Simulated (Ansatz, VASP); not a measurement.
**Two plane-wave programs on Bi**

The input INCAR:

```
PREC     = Accurate       # precision mode
ENCUT    = 520            # plane-wave cutoff, eV
EDIFF    = 1E-7           # SCF threshold, eV
ISMEAR   = 0              # smearing method
SIGMA    = 0.15           # smearing width, eV
LREAL    = F              # projectors in reciprocal space
LASPH    = T              # aspherical terms in the spheres
NELM     = 100            # most SCF steps
ALGO     = Fast           # electronic algorithm
ISIF     = 2              # what is computed and relaxed
LWAVE    = F              # write WAVECAR
LCHARG   = T              # write CHGCAR
GGA      = PS             # functional
IVDW     = 12             # dispersion correction
LELF     = T              # ELF
LVHAR    = T            
NBANDS   = 14             # bands
```

The input KPOINTS:

```
Automatic mesh
0
Gamma
  16 16 16
```

Contents of POSCAR:

```
Bi
1.0
   -1.5903658635      2.1675264018      2.0137131183
    1.5903658635     -2.1675264018      2.0137131183
    1.5903658635      2.1675264018     -2.0137131183
Bi
1
Direct
    0.0000000000      0.0000000000      0.0000000000
```

Input for Ansatz:

```yaml
crystal:
  lattice:
    - [-1.5903658635, 2.1675264018, 2.0137131183]
    - [1.5903658635, -2.1675264018, 2.0137131183]
    - [1.5903658635, 2.1675264018, -2.0137131183]
  atoms:
    - { symbol: Bi, position: [0.0, 0.0, 0.0] }
basis:
  ecutwfc: 420
kpoints:
  mp_grid: { grid: [16, 16, 16] }
hamiltonian:
  xc: pbesol
  pseudopotentials: { kind: paw }
  dispersion: d3bj
scf:
  occupations: { method: gaussian, width: 0.15 }
output:
  forces: true
  stress: true
  eigenvalues: true
```

Change from the starting cell: strain +e along x and -e along y -0.1500, strain +e along z and -e/2 along x and y +0.0467.

Alike in both runs: task single point; functional PBEsol; dispersion D3(BJ); k mesh 16 × 16 × 16; occupations gaussian, width 0.15 eV; no spin polarisation.

|  | VASP | Ansatz |
| --- | --- | --- |
| version | VASP 6.6.1 | Ansatz 0.2.0 |
| potentials or method | VASP PAW PBE potentials, release 64 (Bi_d), cutoff 520 eV | scalar-relativistic, plane waves, PAW |
| valence electrons in the cell | 15 | 15 |

```tsv
	VASP	Ansatz	Ansatz less VASP
gap on the k mesh at the Fermi level (eV)	none	none	-
pressure (GPa)	4.2	4.3	+0.07
traceless stress, the component that is largest in VASP (GPa)	4.60	4.60	+0.001
```

VASP's potentials were made for PBE, not for PBEsol. A gap of «none» marks a metal or a gap that the smearing closes.

Spin-orbit coupling is off throughout.
